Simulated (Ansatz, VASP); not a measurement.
Ni: VASP beside Ansatz

The input INCAR:

```
SYSTEM = Ni
PREC = Accurate
ENCUT = 520
EDIFF = 1E-6
ISMEAR = 0
SIGMA = 0.15
LREAL = .FALSE.
LASPH = .TRUE.
NELM = 150
ALGO = Normal
ISIF = 2
LWAVE = .FALSE.
LCHARG = .FALSE.
ISPIN = 2
MAGMOM = 0.81
LORBIT = 11
LMAXMIX = 4
GGA = PS
NBANDS = 15
```

The input KPOINTS:

```
regular mesh
0
G
  22 22 22
  0 0 0
```

POSCAR

```
Ni
1.0
    0.0000000000      1.9093860000      1.6265140000
    1.9093860000      0.0000000000      1.6265140000
    1.9093860000      1.9093860000      0.0000000000
Ni
1
Direct
    0.0000000000      0.0000000000      0.0000000000
```

Input for Ansatz:

```yaml
crystal:
  lattice:
    - [0.0, 1.909386, 1.626514]
    - [1.909386, 0.0, 1.626514]
    - [1.909386, 1.909386, 0.0]
  atoms:
    - { symbol: Ni, position: [0.0, 0.0, 0.0], spin: 0.81 }
basis:
  ecutwfc: 420
kpoints:
  mp_grid: { grid: [22, 22, 22] }
hamiltonian:
  xc: pbesol
scf:
  occupations: { method: gaussian, width: 0.15 }
output:
  forces: true
  stress: true
  eigenvalues: true
  populations: true
magnetization:
  spin_polarized: true
```

Change from the starting cell: strain +0.080 along x and y, -0.080 along z, atoms carried along.

Alike in both runs: task single point; functional PBEsol; k mesh 22 × 22 × 22; occupations gaussian, width 0.15 eV; collinear spin.

```csv
,VASP,Ansatz
version,VASP 6.6.1,Ansatz 0.2.0
potentials or method,"VASP PAW PBE potentials, release 64 (Ni), cutoff 520 eV","scalar-relativistic, plane waves, PAW"
valence electrons in the cell,10,18
```

Ansatz gave:

| Property | Result |
| --- | --- |
| gap on the k mesh at the Fermi level (eV) | none |
| pressure (GPa) | -21.1 |
| traceless stress, the component that is largest in VASP (GPa) | 5.47 |
| net moment per atom (μB) | 0.65 |
| size of the moment on the site where the two differ most (μB) | 0.69 |

Task: Estimate VASP's values.

Result: gap on the k mesh at the Fermi level (eV): none; pressure (GPa): -20.9; traceless stress, the component that is largest in VASP (GPa): 5.23; net moment per atom (μB): 0.64; size of the moment on the site where the two differ most (μB): 0.66.

VASP's potentials were made for PBE, not for PBEsol. Site moments also hang on the region over which each program counts them. A gap of «none» marks a metal or a gap that the smearing closes. VASP's potentials hold 10 valence electrons a cell and Ansatz's 18, so a difference there can come from the potentials and not from the codes.
